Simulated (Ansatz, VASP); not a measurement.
**One calculation of TaRu, two programs**

Contents of INCAR:

```
SYSTEM = TaRu
ALGO     = Normal         ! electronic algorithm
EDIFF    = 1E-8           ! SCF threshold, eV
ENCUT    = 520            ! plane-wave cutoff, eV
ISIF     = 2              ! what is computed and relaxed
ISMEAR   = -1             ! smearing method
LASPH    = .True.         ! aspherical terms in the spheres
LCHARG   = .False.        ! write CHGCAR
LEFG     = .True.       
LREAL    = .False.        ! projectors in reciprocal space
LWAVE    = .False.        ! write WAVECAR
NBANDS   = 20             ! bands
NELM     = 60             ! most SCF steps
PREC     = Accurate       ! precision mode
SIGMA    = 0.05           ! smearing width, eV
```

File KPOINTS:

```
k-points
0
Gamma
  11 11 10
  0 0 0
```

Contents of POSCAR:

```
TaRu
1.0
    3.0325094497      0.0000000000      0.0000000000
    0.0000000000      3.0325094497      0.0000000000
    0.0000000000      0.0000000000      3.3662543482
Ta Ru
1 1
Direct
    0.5000000000      0.5000000000      0.5000000000
    0.0000000000      0.0000000000      0.0000000000
```

Input for Ansatz:

```yaml
crystal:
  lattice:
    - [3.0325094497, 0.0, 0.0]
    - [0.0, 3.0325094497, 0.0]
    - [0.0, 0.0, 3.3662543482]
  atoms:
    - { symbol: Ta, position: [0.5, 0.5, 0.5] }
    - { symbol: Ru, position: [0.0, 0.0, 0.0] }
kpoints:
  mp_grid: { grid: [11, 11, 10] }
scf:
  occupations: { method: fermi_dirac, width: 0.05 }
hamiltonian:
  xc: lda
  pseudopotentials: { kind: all_electron, datasets: crystal }
output:
  forces: true
  stress: true
  eigenvalues: true
  efg: { contact_densities: true }
```

Change from the starting cell: volume scaled by 0.98, crystal datasets.

Alike in both runs: task electric field gradients; functional LDA; k mesh 11 × 11 × 10; occupations fermi-dirac, width 0.05 eV; no spin polarisation.

```csv
,VASP,Ansatz
version,VASP 6.6.1,Ansatz 0.2.0
potentials or method,"VASP PAW LDA potentials, release 64 (Ta_pv, Ru_pv), cutoff 520 eV","all-electron PAW with datasets made for the crystal, scalar-relativistic"
```

VASP gave:

| Property | Result |
| --- | --- |
| pressure (GPa) | -4.4 |
| traceless stress, the component that is largest in VASP (GPa) | 0.56 |
| size of Vzz on the site where it differs most (V/Å²) | 29.9 |

Problem. Which values does Ansatz return?

Solution. Pressure (GPa): -5.2; traceless stress, the component that is largest in VASP (GPa): 0.66; size of Vzz on the site where it differs most (V/Å²): 23.3.

LDA's correlation is that of Perdew and Zunger in VASP and of Perdew and Wang (1992) in Ansatz. Ansatz ran all-electron here, and VASP with PAW potentials.

Spin-orbit coupling is off throughout.
